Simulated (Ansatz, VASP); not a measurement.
GaO3: VASP beside Ansatz

The input INCAR:

```
  PREC = Accurate
  ENCUT = 600
  EDIFF = 1E-6
  ISMEAR = 0
  SIGMA = 0.1
  LREAL = False
  LASPH = True
  NELM = 150
  ALGO = Fast
  ISIF = 3
  LWAVE = False
  LCHARG = False
  ISPIN = 2
  MAGMOM = 0 1.15 1.15 1.15
  LORBIT = 11
  GGA = PE
  IBRION = 2
  NSW = 100
  EDIFFG = -0.01
```

File KPOINTS:

```
regular mesh
0
Gamma
  14 14 14
```

POSCAR

```
GaO3
1.0
    3.3437797025      0.0000000000      0.0000000000
    0.0000000000      3.3437797025      0.0000000000
    0.0000000000      0.0000000000      3.3437797025
Ga O
1 3
Direct
    0.0000000000      0.0000000000      0.0000000000
    0.0000000000      0.5000000000      0.5000000000
    0.5000000000      0.0000000000      0.5000000000
    0.5000000000      0.5000000000      0.0000000000
```

Input for Ansatz:

```yaml
crystal:
  lattice:
    - [3.3437797025, 0.0, 0.0]
    - [0.0, 3.3437797025, 0.0]
    - [0.0, 0.0, 3.3437797025]
  atoms:
    - { symbol: Ga, position: [0.0, 0.0, 0.0] }
    - { symbol: O, position: [0.0, 0.5, 0.5], spin: 1.15 }
    - { symbol: O, position: [0.5, 0.0, 0.5], spin: 1.15 }
    - { symbol: O, position: [0.5, 0.5, 0.0], spin: 1.15 }
basis:
  ecutwfc: 420
kpoints:
  mp_grid: { grid: [14, 14, 14] }
hamiltonian:
  xc: pbe
scf:
  occupations: { method: gaussian, width: 0.1 }
output:
  forces: true
  stress: true
  eigenvalues: true
  populations: true
  write_density: true
  write_potential: true
  elf: true
  volumetric_format: npy
magnetization:
  spin_polarized: true
relax:
  adjacent_minimum: "off"
  f_tol: 0.01
  max_steps: 80
  cell: { stress_tol: 0.05 }
```

Change from the starting cell: species swapped into the Ni3Sn type (Pm-3m, No. 221).

Alike in both runs: task relaxation of cell and atoms; functional PBE; k mesh 14 × 14 × 14; occupations gaussian, width 0.1 eV; collinear spin.

```csv
,VASP,Ansatz
version,VASP 6.6.1,Ansatz 0.2.0
potentials or method,"VASP PAW PBE potentials, release 64 (Ga_d, O), cutoff 600 eV","scalar-relativistic, plane waves, PAW"
valence electrons in the cell,31,31
```

|  | VASP | Ansatz | Ansatz less VASP |
| --- | --- | --- | --- |
| gap on the k mesh at the Fermi level, each at its own relaxed structure (eV) | none | none | - |
| net moment per atom (μB) | 0.77 | 0.77 | 0.000 |
| size of the moment on the site where the two differ most (μB) | 0.94 | 1.05 | +0.112 |
| relaxed volume (Å³/atom) | 9.35 | 9.35 | 0.000 |
| relaxed length of the cell vector where the two differ most in proportion (Å) | 3.344 | 3.344 | 0.0000 |

Site moments also hang on the region over which each program counts them. A gap of «none» marks a metal or a gap that the smearing closes.

Noted on VASP's run: the relaxation stopped at its first step, so nothing moved.
